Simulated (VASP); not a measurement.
Runs of VASP 6.6.1 on CaSe. The structure is that of space group P4/mmm (No. 123), or close to it. The cells are those of the table. The cell was generated, and may not be a known phase.

```csv
cell,k mesh,smearing,gap on the mesh (eV)
"a = 4.029, b = 4.029, c = 23.800 Å, 2 atoms",8 × 8 × 1,gaussian 0.02 eV,2.49
"a = 4.032, b = 4.032, c = 23.800 Å, 2 atoms",4 × 4 × 1,gaussian 0.1 eV,(a)
"a = 4.032, b = 4.032, c = 23.800 Å, 2 atoms",8 × 8 × 1,gaussian 0.02 eV,2.49
"a = 4.298, b = 4.298, c = 14.000 Å, 2 atoms",4 × 4 × 1,gaussian 0.1 eV,2.23
```

Alike in all rows: task single point; level PBE; potentials or basis VASP PAW PBE potentials, release 64 (Ca_sv, Se); no spin polarisation; cutoff (eV) 400.

**Question.** Estimate the missing entries.

**Answer.** (a) 2.48.

A k mesh can miss the band edges, and the runs leave out spin-orbit coupling on Se.
